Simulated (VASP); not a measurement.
# WSe3: single point with PBE

The system is WSe3.

```xyz
4
Lattice="3.0257 0.0000 0.0000 0.0000 3.0257 0.0000 0.0000 0.0000 10.6243" Properties=species:S:1:pos:R:3 pbc="T T T"
W     1.5128    1.5128    5.3122
Se    0.0000    0.0000    3.7349
Se    0.0000    0.0000    6.8894
Se    0.0000    0.0000    0.0000
```

The cell was built from a structure type or drawn by symmetry, and may not be a known phase.

- Program: VASP 6.6.1
- Task: single point
- Functional: PBE
- Potentials or basis: VASP PAW PBE potentials, release 64 (W_sv, Se)
- Cutoff: 520 eV
- k mesh: 16 × 16 × 4
- Occupations: gaussian, width 0.1 eV
- Spin: no spin polarisation

```yaml
Pressure: 0.2 GPa
Largest_force: 0.037 eV/Å
Band_gap_on_the_k_mesh: zero (bands 16 and 17 overlap by 1.19 eV)
```

Forces on the atoms (eV/Å):
```
W    0.000  0.000  0.000
Se   0.000  0.000 -0.037
Se   0.000  0.000  0.037
Se   0.000  0.000  0.000
```

Levels at points of the mesh, in eV from the Fermi level:
```
           k point  band 13  band 14  band 15  band 16  band 17  band 18  band 19  band 20
(0.00, 0.00, 0.00)    -1.25    -0.44    -0.04    -0.04     1.62     2.18     2.18     4.59
(0.50, 0.00, 0.00)    -2.52    -2.45    -0.57     0.48     1.41     2.97     3.11     3.59
(0.50, 0.50, 0.00)    -2.65    -2.65    -1.16    -0.47     1.01     2.62     2.62     3.66
(0.00, 0.00, 0.50)    -2.09    -0.14    -0.04    -0.04     1.62     2.18     2.18     4.60
(0.50, 0.00, 0.50)    -2.53    -2.45    -0.62     0.48     1.41     2.91     3.12     3.43
(0.50, 0.50, 0.50)    -2.66    -2.66    -1.16    -0.08     0.52     2.66     2.66     3.66
```

It took 96 s on 1 thread of Intel(R) Xeon(R) 6975P-C (Granite Rapids) (shared host), peak memory 0.4 GiB.

Caveat: spin-orbit coupling is left out, which moves the levels of the heavy elements; this functional lacks dispersion, which binds the layers, so the pressure and a relaxed spacing across them are unreliable.
